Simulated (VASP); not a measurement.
# Y2SiO (P-4m2) in VASP: further runs, part 2 of 3

VASP 6.6.1. Earlier steps stand in the parts before.

## Step 3: Single point, PBE

This run uses another cell than the first one, of 20.87 Å³/atom.

INCAR

```
SYSTEM = Y2SiO
PREC     = Accurate       ! precision mode
ENCUT    = 520            ! plane-wave cutoff, eV
EDIFF    = 1E-7           ! SCF threshold, eV
ISMEAR   = 0              ! smearing method
SIGMA    = 0.1            ! smearing width, eV
LREAL    = .False.        ! projectors in reciprocal space
LASPH    = .True.         ! aspherical terms in the spheres
NELM     = 60             ! most SCF steps
ALGO     = Normal         ! electronic algorithm
ISIF     = 2              ! what is computed and relaxed
LWAVE    = .False.        ! write WAVECAR
LCHARG   = .True.         ! write CHGCAR
GGA      = PE             ! functional
LELF     = .True.         ! ELF
LVHAR    = .True.       
NBANDS   = 24             ! bands
```

KPOINTS

```
regular mesh
0
Gamma
  6 6 4
  0 0 0
```

POSCAR

```
Y2SiO
1.0
    4.6439879056      0.0000000000      0.0000000000
    0.0000000000      4.6439879056      0.0000000000
    0.0000000000      0.0000000000      3.8707619161
Y Si O
2 1 1
Direct
    0.0000000000      0.5000000000      0.4565147780
    0.5000000000      0.0000000000      0.5434852220
    0.0000000000      0.0000000000      0.0000000000
    0.5000000000      0.5000000000      0.5000000000
```

Potentials or basis: VASP PAW PBE potentials, release 64 (Y_sv, Si, O).

On the command line:

```
$ cat potpaw_PBE.64/Y_sv/POTCAR potpaw_PBE.64/Si/POTCAR potpaw_PBE.64/O/POTCAR > POTCAR
$ mpirun -np 1 vasp_std > vasp.out
```

OUTCAR:

```text
SYSTEM = Y2SiO
   PREC = Accurate
   ENCUT = 520
   EDIFF = 1E-7
   ISMEAR = 0
   LREAL = .False.
   LASPH = .True.
   NELM = 60
   ISIF = 2
   GGA = PE

 ion  position               nearest neighbor table
   1  0.000  0.500  0.457-   4 2.33   4 2.33   3 2.92   3 2.92   3 3.13   3 3.13   2 3.30   2 3.30
                             2 3.30   2 3.30
   2  0.500  0.000  0.543-   4 2.33   4 2.33   3 2.92   3 2.92   3 3.13   3 3.13   1 3.30   1 3.30
                             1 3.30   1 3.30
   3  0.000  0.000  0.000-   1 2.92   2 2.92   1 2.92   2 2.92   2 3.13   1 3.13   2 3.13   1 3.13

   4  0.500  0.500  0.500-   1 2.33   2 2.33   2 2.33   1 2.33

  LATTYP: Found a simple tetragonal cell.
 ALAT       =     4.6439879056
 C/A-ratio  =     0.8334995686

  Lattice vectors:

 A1 = (   4.6439879056,   0.0000000000,   0.0000000000)
 A2 = (   0.0000000000,   4.6439879056,   0.0000000000)
 A3 = (   0.0000000000,   0.0000000000,   3.8707619161)

Analysis of symmetry for initial positions (statically):
=====================================================================
 Subroutine PRICEL returns:
 Original cell was already a primitive cell.

 Routine SETGRP: Setting up the symmetry group for a
 simple tetragonal supercell.

 Subroutine GETGRP returns: Found  8 space group operations
 (whereof  8 operations were pure point group operations)
 out of a pool of 16 trial point group operations.

The static configuration has the point symmetry D_2d.

Analysis of symmetry for dynamics (positions and initial velocities):
=====================================================================
 Subroutine PRICEL returns:
 Original cell was already a primitive cell.

 Routine SETGRP: Setting up the symmetry group for a
 simple tetragonal supercell.

 Subroutine GETGRP returns: Found  8 space group operations
 (whereof  8 operations were pure point group operations)
 out of a pool of 16 trial point group operations.

The dynamic configuration has the point symmetry D_2d.

 Subroutine INISYM returns: Found  8 space group operations
 (whereof  8 operations are pure point group operations),
 and found     1 'primitive' translations

----------------------------------------------------------------------------------------

                                     Primitive cell

  volume of cell :      83.4793

  direct lattice vectors                    reciprocal lattice vectors
     4.643987906  0.000000000  0.000000000     0.215332171  0.000000000  0.000000000
     0.000000000  4.643987906  0.000000000     0.000000000  0.215332171  0.000000000
     0.000000000  0.000000000  3.870761916     0.000000000  0.000000000  0.258347070

  length of vectors
     4.643987906  4.643987906  3.870761916     0.215332171  0.215332171  0.258347070

  position of ions in fractional coordinates (direct lattice)
     0.000000000  0.500000000  0.456514778
     0.500000000  0.000000000  0.543485222
     0.000000000  0.000000000  0.000000000
     0.500000000  0.500000000  0.500000000

  ion indices of the primitive-cell ions
   primitive index   ion index
                 1           1
                 2           2
                 3           3
                 4           4

----------------------------------------------------------------------------------------

 KPOINTS: regular mesh

Automatic generation of k-mesh.
 Grid dimensions read from file:
 generate k-points for:    6    6    4

 Generating k-lattice:

  Cartesian coordinates                     Fractional coordinates (reciprocal lattice)
     0.035888695  0.000000000  0.000000000     0.166666667  0.000000000  0.000000000
     0.000000000  0.035888695  0.000000000     0.000000000  0.166666667  0.000000000
     0.000000000  0.000000000  0.064586768     0.000000000  0.000000000  0.250000000

  Length of vectors
     0.035888695  0.035888695  0.064586768

  Shift w.r.t. Gamma in fractional coordinates (k-lattice)
     0.000000000  0.000000000  0.000000000

 Subroutine IBZKPT returns following result:
 ===========================================

 Found     30 irreducible k-points:

 Following reciprocal coordinates:
            Coordinates               Weight
  0.000000  0.000000  0.000000      1.000000
  0.166667  0.000000  0.000000      4.000000
  0.333333  0.000000  0.000000      4.000000
  0.500000  0.000000  0.000000      2.000000
  0.166667  0.166667  0.000000      4.000000
  0.333333  0.166667  0.000000      8.000000
[... 16 lines left out ...]
  0.333333  0.000000  0.500000      4.000000
  0.500000  0.000000  0.500000      2.000000
 [... further k-points ...]
   k-points           NKPTS =     30   k-points in BZ     NKDIM =     30   number of bands    NBANDS=     24
   number of dos      NEDOS =    301   number of ions     NIONS =      4
   total plane-waves  NPLWV =  38880
   dimension x,y,z NGX =    36 NGY =   36 NGZ =   30
   dimension x,y,z NGXF=    72 NGYF=   72 NGZF=   60
   ions per type =               2   1   1
   NGX,Y,Z   is equivalent  to a cutoff of  12.89, 12.89, 12.88 a.u.
   NGXF,Y,Z  is equivalent  to a cutoff of  25.77, 25.77, 25.77 a.u.
 SYSTEM =  Y2SiO
   PREC   = accura    normal or accurate (medium, high low for compatibility)
   ISTART =      0    job   : 0-new  1-cont  2-samecut
   ICHARG =      2    charge: 1-file 2-atom 10-const
   ISPIN  =      1    spin polarized calculation?
   LNONCOLLINEAR =      F non collinear calculations
   LSORBIT =      F    spin-orbit coupling
   LASPH  =      T    aspherical Exc in radial PAW
   ENCUT  =  520.0 eV  38.22 Ry    6.18 a.u.   8.63  8.63  7.20*2*pi/ulx,y,z
   NELM   =     60;   NELMIN=  2; NELMDL= -5     # of ELM steps
   EDIFF  = 0.1E-06   stopping-criterion for ELM
   LREAL  =      F    real-space projection
   EDIFFG = 0.1E-05   stopping-criterion for IOM
   NSW    =      0    number of steps for IOM
   IBRION =     -1    ionic relax: 0-MD 1-quasi-New 2-CG
   NFREE  =      0    steps in history (QN), initial steepest desc. (CG)
   ISIF   =      2    stress and relaxation
   ISYM   =      2    0-nonsym 1-usesym 2-fastsym
   POTIM  = 0.5000    time-step for ionic-motion
   TEBEG  =    0.0;   TEEND  =   0.0 temperature during run
   PSTRESS=    0.0 pullay stress
   NELECT =      32.0000    total number of electrons
   NUPDOWN=      -1.0000    fix difference up-down
   EMIN   =  10.00;   EMAX   =-10.00  energy-range for DOS
   EFERMI =   0.00;   METHOD = LEGACY
   ISMEAR =     0;   SIGMA  =   0.10  broadening in eV -4-tet -1-fermi 0-gaus
   EFERMI_NEDOS =   21; number of points for ismear=-14 and -15
   IALGO  =     38    algorithm
   IMIX   =      4    mixing-type and parameters
     AMIX     =   0.40;   BMIX     =  1.00
     AMIX_MAG =   1.60;   BMIX_MAG =  1.00
  volume/ion in A,a.u.               =      20.87       140.84
  Fermi-wavevector in a.u.,A,eV,Ry     =   1.189228  2.247316 19.242233  1.414264
  Thomas-Fermi vector in A             =   2.325340
   LORBIT       =      0    0 simple, 1 ext, 2 COOP (PROOUT), +10 PAW based schemes
   GGA     = PE    functional components
   LHFCALC =     F    Hartree Fock is set to
   AEXX    =    0.0000 exact exchange contribution
   IVDW    =     0    specifies the selected vdW correction
   LEPSILON=     F    determine dielectric tensor
   LRPA    =     F    only Hartree local field effects (RPA)
 non-spin polarized calculation
 Gauss-broadening in eV      SIGMA  =   0.10
  energy-cutoff  :      520.00
  volume of cell :       83.48
 maximum number of plane-waves:      2278
 NGX is ok and might be reduce to    36
   NGX = 17   NGY = 17   NGZ = 15

 number of electron      32.0000005 magnetization

 Free energy of the ion-electron system (eV)
  ---------------------------------------------------
  ext. energy  EPLUGINS =         0.00000000
  ---------------------------------------------------
  free energy    TOTEN  =       -30.26361604 eV

  energy without entropy =      -30.26267385  energy(sigma->0) =      -30.26314494

 E-fermi :   4.0735     XC(G=0):  -9.9289

 val. band max:        3.8911687142   @ k =   0.1667   0.1667   0.0000
 cond. band min:       4.0745719922   @ k =   0.0000   0.0000   0.2500
 fundamental gap:      0.1834032780
 Fermi energy:         4.0735454882

 k-point     1 :       0.0000    0.0000    0.0000
  band No.  band energies     occupation
      1     -38.4278      2.00000
      2     -38.3012      2.00000
      3     -18.7377      2.00000
      4     -18.7377      2.00000
      5     -18.3425      2.00000
      6     -18.2200      2.00000
[... 637 lines left out ...]
     23       9.0371      0.00000
     24       9.0928      0.00000

 [... further k-points ...]
[... 5 lines left out ...]
  --------------------------------------------------------------------------------------
  -------------------------------------------------------------------------------------
  Total       -0.0350183     -0.0350183     -0.1942913      0.0000000      0.0000000      0.0000000
  in kB       -0.6720901     -0.6720901     -3.7289399      0.0000000      0.0000000      0.0000000
  external PRESSURE =      -1.6910400 kB  Pullay stress =       0.0000000 kB

 VOLUME and BASIS-vectors are now :
 -----------------------------------------------------------------------------
  energy-cutoff  :      520.00
  volume of cell :       83.48
      direct lattice vectors                 reciprocal lattice vectors
     4.643987906  0.000000000  0.000000000     0.215332171  0.000000000  0.000000000
     0.000000000  4.643987906  0.000000000     0.000000000  0.215332171  0.000000000
     0.000000000  0.000000000  3.870761916     0.000000000  0.000000000  0.258347070

 POSITION                                       TOTAL-FORCE (eV/Angst)
 -----------------------------------------------------------------------------------
      0.00000      2.32199      1.76706        -0.000000      0.000000     -0.007021
      2.32199      0.00000      2.10370         0.000000      0.000000      0.007021
      0.00000      0.00000      0.00000        -0.000000      0.000000      0.000000
      2.32199      2.32199      1.93538         0.000000      0.000000      0.000000
 -----------------------------------------------------------------------------------
    total drift:                                0.000000      0.000000     -0.000000

  FREE ENERGIE OF THE ION-ELECTRON SYSTEM (eV)
  ---------------------------------------------------
  free  energy   TOTEN  =       -30.2636160361 eV

  energy  without entropy=      -30.2626738483  energy(sigma->0) =      -30.26314494
```

Run time: 96 s. Hardware: 1 thread of Intel Xeon Platinum 8375C at 2.90GHz (Ice Lake), shared host; peak memory 0.23 GiB.

What came out:

```yaml
Free_energy: -30.2636 eV
Pressure: -0.2 GPa
Largest_force: 0.007 eV/Å
Band_gap_on_the_k_mesh: zero (bands 16 and 17 overlap by 0.20 eV)
```

Forces on the atoms (eV/Å):
```
Y    0.000  0.000 -0.007
Y    0.000  0.000  0.007
Si   0.000  0.000  0.000
O    0.000  0.000  0.000
```

Levels at points of the mesh, in eV from the Fermi level:
```tsv
k point	band 13	band 14	band 15	band 16	band 17	band 18	band 19	band 20
(0.00, 0.00, 0.00)	-2.87	-0.75	-0.20	0.20	0.20	0.52	1.67	1.90
(0.50, 0.00, 0.00)	-3.16	-2.71	-0.54	-0.51	0.75	2.07	2.17	2.78
(0.50, 0.50, 0.00)	-3.33	-2.55	-2.55	-1.01	1.43	1.43	2.83	3.64
(0.00, 0.00, 0.50)	-3.19	-3.19	-1.85	-1.85	0.23	3.17	3.17	4.41
(0.50, 0.00, 0.50)	-3.47	-2.85	-1.46	-0.32	1.59	1.86	1.91	3.51
(0.50, 0.50, 0.50)	-4.26	-1.51	-0.60	-0.60	0.74	0.74	2.25	3.15
```

Caveat: the k points lie up to 0.41 Å⁻¹ apart; semilocal functionals underestimate gaps, and a narrow one can read as zero.

(Continued in part 3 of 3.)

The gap in the log of VASP goes by the Fermi energy; the results here count the filled bands.